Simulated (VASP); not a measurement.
Write the native input for VASP 6.6.1 that does the following.

```yaml
Task: single point
Functional: r2SCAN
Dispersion: rVV10
Potentials_or_basis: VASP PAW PBE potentials, release 64 (Au)
Cutoff: 520 eV
k_mesh: 11 × 11 × 11
Occupations: fermi-dirac, width 0.05 eV
Spin: no spin polarisation
Dipole_correction: no
Further_INCAR_settings: ALGO = Normal; EDIFF = 1e-07; NBANDS = 12
```

Au:

```
Au
1.0
     0.00000    2.00750    2.00750
     2.00750    0.00000    2.00750
     2.00750    2.00750    0.00000
Au
1
Cartesian
  0.0000 0.0000 0.0000
```

One way to write it, as run:

POSCAR

```
Au
1.0
    0.0000000000      2.0074966285      2.0074966285
    2.0074966285      0.0000000000      2.0074966285
    2.0074966285      2.0074966285      0.0000000000
Au
1
Direct
    0.0000000000      0.0000000000      0.0000000000
```

INCAR.step1

```
SYSTEM = Au
PREC     = Accurate       ! precision mode
ENCUT    = 520            ! plane-wave cutoff, eV
ISMEAR   = -1             ! smearing method
SIGMA    = 0.05           ! smearing width, eV
LREAL    = .False.        ! projectors in reciprocal space
LASPH    = .True.         ! aspherical terms in the spheres
NELM     = 60             ! most SCF steps
NBANDS   = 12             ! bands
GGA      = PE             ! functional
ALGO     = Normal         ! electronic algorithm
EDIFF    = 1E-4           ! SCF threshold, eV
LWAVE    = .True.         ! write WAVECAR
LCHARG   = .False.        ! write CHGCAR
```

INCAR.step2

```
SYSTEM = Au
PREC     = Accurate       ! precision mode
ENCUT    = 520            ! plane-wave cutoff, eV
EDIFF    = 1E-7           ! SCF threshold, eV
ISMEAR   = -1             ! smearing method
SIGMA    = 0.05           ! smearing width, eV
LREAL    = .False.        ! projectors in reciprocal space
LASPH    = .True.         ! aspherical terms in the spheres
NELM     = 60             ! most SCF steps
ALGO     = Normal         ! electronic algorithm
ISIF     = 2              ! what is computed and relaxed
LWAVE    = .False.        ! write WAVECAR
LCHARG   = .False.        ! write CHGCAR
METAGGA  = R2SCAN         ! meta-GGA
LMIXTAU  = .True.       
LUSE_VDW = .True.       
IVDW_NL  = 2            
BPARAM   = 11.95        
CPARAM   = 0.0093       
NBANDS   = 12             ! bands
ISTART   = 1
```

KPOINTS

```
regular mesh
0
Gamma
  11 11 11
  0 0 0
```

Potentials or basis: VASP PAW PBE potentials, release 64 (Au).

The run is started by

```console
$ cat potpaw_PBE.64/Au/POTCAR > POTCAR
$ cp INCAR.step1 INCAR
$ mpirun -np 1 vasp_std > vasp.out
$ cp INCAR.step2 INCAR
$ mpirun -np 1 vasp_std > vasp.out
```

Results of the run:

* Pressure: 14.2 GPa

Caveat: the PAW data sets were made with another functional, which shifts forces and pressure a little.

Wall time 2.5 min on 1 thread of AMD EPYC 7571, with other jobs on the host, peak memory 0.18 GiB.
